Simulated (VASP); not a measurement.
Wanted: the native input for a VASP 6.6.1 run.

| Property | Result |
| --- | --- |
| Task | single point |
| Functional | LDA |
| Potentials or basis | VASP PAW LDA potentials, release 64 (Al) |
| Cutoff | 520 eV |
| k mesh | 18 × 18 × 10 |
| Occupations | gaussian, width 0.15 eV |
| Spin | no spin polarisation |
| Dipole correction | no |
| Further INCAR settings | ALGO = Fast; EDIFF = 1e-06; NBANDS = 10 |

The structure of Al lies in POSCAR:

```
Al
1.0
    2.7814000000      0.0000000000      0.0000000000
   -1.3907000000      2.4087630581      0.0000000000
    0.0000000000      0.0000000000      4.5105000000
Al
2
Direct
    0.6666666667      0.3333333333      0.7500000000
    0.3333333333      0.6666666667      0.2500000000
```

These files were run (other wordings do the same):

INCAR

```
SYSTEM = Al
  PREC = Accurate
  ENCUT = 520
  EDIFF = 1E-6
  ISMEAR = 0
  SIGMA = 0.15
  LREAL = .FALSE.
  LASPH = .TRUE.
  NELM = 80
  ALGO = Fast
  ISIF = 2
  LWAVE = .FALSE.
  LCHARG = .FALSE.
  NBANDS = 10
```

KPOINTS

```
regular mesh
0
G
  18 18 10
  0 0 0
```

Potentials or basis: VASP PAW LDA potentials, release 64 (Al).

Run with:

```sh
$ cat potpaw_LDA.64/Al/POTCAR > POTCAR
$ mpirun -np 1 vasp_std > vasp.out
```

Results of the run:

- Pressure: 4.9 GPa
- Band gap on the k mesh: zero (band 3 reaches 13.14 eV, above the bottom of band 4 at 5.39 eV)

Wall time 31 s on 1 thread of Intel Xeon 6975P-C, on a shared host, peak memory 0.17 GiB.
